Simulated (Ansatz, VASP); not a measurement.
Two plane-wave programs on Ti2Ga3Cu3Si8

```
CELL_PARAMETERS angstrom
-2.67865 4.70695 -3.51875
3.58278 5.06470 2.97238
3.47731 -4.16058 -3.77104
ATOMIC_POSITIONS crystal
Si 0.06203 0.33401 0.88347
Si 0.17532 0.20483 0.30589
Si 0.83445 0.12119 0.37374
Si 0.54637 0.35097 0.29383
Si 0.91043 0.95043 0.63925
Si 0.88054 0.81653 0.99023
Si 0.22065 0.56222 0.31599
Si 0.37205 0.35599 0.76562
Ti 0.02201 0.54973 0.58825
Ti 0.74638 0.18465 0.98774
Cu 0.50563 0.05968 0.48619
Cu 0.71153 0.44289 0.72852
Cu 0.60356 0.73856 0.58938
Ga 0.34591 0.94603 0.79373
Ga 0.75133 0.62663 0.18907
Ga 0.30253 0.77052 0.07930
```

Alike in both runs: functional PBE; k mesh 3 × 3 × 3; occupations gaussian, width 0.1 eV; no spin polarisation.

Ansatz relaxed the structure, and its values are those at the end. VASP's run is a single point on that final structure, the one shown.

|  | VASP | Ansatz |
| --- | --- | --- |
| version | VASP 6.6.1 | Ansatz 0.2.0 |
| potentials or method | VASP PAW PBE potentials, release 64 (Si, Ti_sv, Cu, Ga_d), cutoff 520 eV | scalar-relativistic, plane waves, PAW |
| valence electrons in the cell | 128 | 152 |

|  | VASP | Ansatz | Ansatz less VASP |
| --- | --- | --- | --- |
| gap on the k mesh at the Fermi level (eV) | none | none | - |
| pressure (GPa) | 0.2 | 0.0 | -0.12 |
| rms of the force components (eV/Å) | 0.009 | 0.006 | -0.0032 |

A gap of «none» marks a metal or a gap that the smearing closes. VASP's potentials hold 128 valence electrons a cell and Ansatz's 152, so a difference there can come from the potentials and not from the codes.

The k mesh is coarse, so the values compare programs but aren't converged.
